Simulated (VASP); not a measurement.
Wanted: the native input for a VASP 6.6.1 run.

```yaml
Task: single point
Functional: r2SCAN
Potentials_or_basis: VASP PAW PBE potentials, release 64 (Rh_pv, Br, W_sv)
Cutoff: 520 eV
k_mesh: 8 × 8 × 5
Occupations: fermi-dirac, width 0.1 eV
Spin: no spin polarisation
Dipole_correction: no
Further_INCAR_settings: ALGO = Normal; EDIFF = 1e-06; NBANDS = 45
```

RhWBr:

```
Rh Br W
1.0
     4.14132    0.00000    0.00000
     0.00000    4.14132    0.00000
     0.00000    0.00000    6.83576
Rh Br W
2 2 2
Direct
  0.25000 0.25000 0.19110
  0.75000 0.75000 0.80890
  0.25000 0.25000 0.64970
  0.75000 0.75000 0.35030
  0.75000 0.25000 0.00000
  0.25000 0.75000 0.00000
```

These files were run (other wordings do the same):

POSCAR

```
RhWBr
1.0
    4.1413230000      0.0000000000      0.0000000000
    0.0000000000      4.1413230000      0.0000000000
    0.0000000000      0.0000000000      6.8357560000
Rh Br W
2 2 2
Direct
    0.2500000000      0.2500000000      0.1911000000
    0.7500000000      0.7500000000      0.8089000000
    0.2500000000      0.2500000000      0.6497000000
    0.7500000000      0.7500000000      0.3503000000
    0.7500000000      0.2500000000      0.0000000000
    0.2500000000      0.7500000000      0.0000000000
```

INCAR.step1

```
PREC = Accurate ; ENCUT = 520
ISMEAR = -1 ; SIGMA = 0.1
LREAL = False ; LASPH = True
NELM = 80 ; NBANDS = 45
GGA = PE ; ALGO = Normal
EDIFF = 1E-4 ; LWAVE = True
LCHARG = False
```

INCAR.step2

```
PREC = Accurate ; ENCUT = 520
EDIFF = 1E-6 ; ISMEAR = -1
SIGMA = 0.1 ; LREAL = False
LASPH = True ; NELM = 80
ALGO = Normal ; ISIF = 2
LWAVE = False ; LCHARG = False
METAGGA = R2SCAN ; LMIXTAU = True
NBANDS = 45 ; ISTART = 1
```

KPOINTS

```
regular mesh
0
Gamma
  8 8 5
```

Potentials or basis: VASP PAW PBE potentials, release 64 (Rh_pv, Br, W_sv).

Run with:

```sh
$ cat potpaw_PBE.64/Rh_pv/POTCAR potpaw_PBE.64/Br/POTCAR potpaw_PBE.64/W_sv/POTCAR > POTCAR
$ cp INCAR.step1 INCAR
$ mpirun -np 1 vasp_std > vasp.out
$ cp INCAR.step2 INCAR
$ mpirun -np 1 vasp_std > vasp.out
```

Results of the run:

```yaml
Pressure: 12.3 GPa
Largest_force: 3.399 eV/Å
Band_gap_on_the_k_mesh: zero (bands 36 and 37 overlap by 0.28 eV)
```

Caveat: the cell stands under pressure; the PAW data sets were made with another functional, which shifts forces and pressure a little; spin-orbit coupling is left out, which moves the levels of the heavy elements.

It took 7.3 min on 1 thread of Intel(R) Xeon(R) Platinum 8488C (Sapphire Rapids) (shared host), peak memory 0.38 GiB.
